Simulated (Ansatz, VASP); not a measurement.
# One calculation of Ti3Al, two programs

File INCAR:

```
PREC     = Accurate       # precision mode
ENCUT    = 520            # plane-wave cutoff, eV
EDIFF    = 1E-7           # SCF threshold, eV
ISMEAR   = 0              # smearing method
SIGMA    = 0.15           # smearing width, eV
LREAL    = False          # projectors in reciprocal space
LASPH    = True           # aspherical terms in the spheres
NELM     = 100            # most SCF steps
ALGO     = Fast           # electronic algorithm
ISIF     = 2              # what is computed and relaxed
LWAVE    = False          # write WAVECAR
LCHARG   = False          # write CHGCAR
GGA      = PE             # functional
NBANDS   = 28             # bands
```

Contents of KPOINTS:

```
Automatic mesh
0
Gamma
  15 15 6
```

POSCAR

```
Ti3Al
1.0
    2.8555218141      0.0000000000      0.0000000000
   -1.4277609070      2.4729544320      0.0000000000
    0.0000000000      0.0000000000      9.7176262854
Ti Al
3 1
Direct
    0.6666666667      0.3333333333      0.0000000000
    0.3333333333      0.6666666667      0.7558737898
    0.3333333333      0.6666666667      0.2441262102
    0.6666666667      0.3333333333      0.5000000000
```

Input for Ansatz:

```yaml
crystal:
  lattice:
    - [2.8555218141, 0.0, 0.0]
    - [-1.427760907, 2.472954432, 0.0]
    - [0.0, 0.0, 9.7176262854]
  atoms:
    - { symbol: Ti, position: [0.6666666667, 0.3333333333, 0.0] }
    - { symbol: Ti, position: [0.3333333333, 0.6666666667, 0.7558737898] }
    - { symbol: Ti, position: [0.3333333333, 0.6666666667, 0.2441262102] }
    - { symbol: Al, position: [0.6666666667, 0.3333333333, 0.5] }
basis:
  ecutwfc: 520.0
kpoints:
  mp_grid: { grid: [15, 15, 6] }
hamiltonian:
  xc: pbe
  pseudopotentials: { kind: paw, azcp: { folder: soft_1 } }
scf:
  occupations: { method: gaussian, width: 0.15 }
output:
  forces: true
  stress: true
  eigenvalues: true
```

Alike in both runs: task single point; functional PBE; k mesh 15 × 15 × 6; occupations gaussian, width 0.15 eV; no spin polarisation.

|  | VASP | Ansatz |
| --- | --- | --- |
| version | VASP 6.6.1 | Ansatz 0.2.0 |
| potentials or method | VASP PAW PBE potentials, release 64 (Ti_sv, Al), cutoff 520 eV | scalar-relativistic, plane waves, PAW |
| valence electrons in the cell | 39 | 39 |

```tsv
	VASP	Ansatz	Ansatz less VASP
gap on the k mesh at the Fermi level (eV)	none	none	-
pressure (GPa)	0.0	0.2	+0.16
traceless stress, the component that is largest in VASP (GPa)	-7.55	-7.59	-0.043
rms of the force components (eV/Å)	0.197	0.201	+0.0039
```

Atom by atom the forces differ by 0.004 eV/Å (rms over components). A gap of «none» marks a metal or a gap that the smearing closes. The functional is the same, so the differences come from potentials, cutoffs and numerics.
